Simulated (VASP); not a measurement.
SiC (SiC (F-43m)):

```
Si C
1.0
     0.00000    2.18985    2.18985
     2.18985    0.00000    2.18985
     2.18985    2.18985    0.00000
Si C
1 1
Direct
  0.75000 0.75000 0.75000
  0.00000 0.00000 0.00000
```

Base run:

```yaml
Program: VASP 6.6.1
Functional: PBE
Potentials_or_basis: VASP PAW PBE potentials, release 64 (Si, C)
Cutoff: 600 eV
k_mesh: 8 × 8 × 8
Occupations: fermi-dirac, width 0.01 eV
Spin: no spin polarisation
```

Its results: band gap on the k mesh 1.37 eV, indirect (least direct gap 4.53 eV); pressure -0.2 GPa.

Q: The run is repeated on the same cell with these changes: k mesh from 8 × 8 × 8 to 11 × 11 × 11. What comes out?

A: Band gap on the k mesh 1.47 eV, indirect (least direct gap 4.58 eV); pressure -0.2 GPa.

A k mesh can miss the band edges.
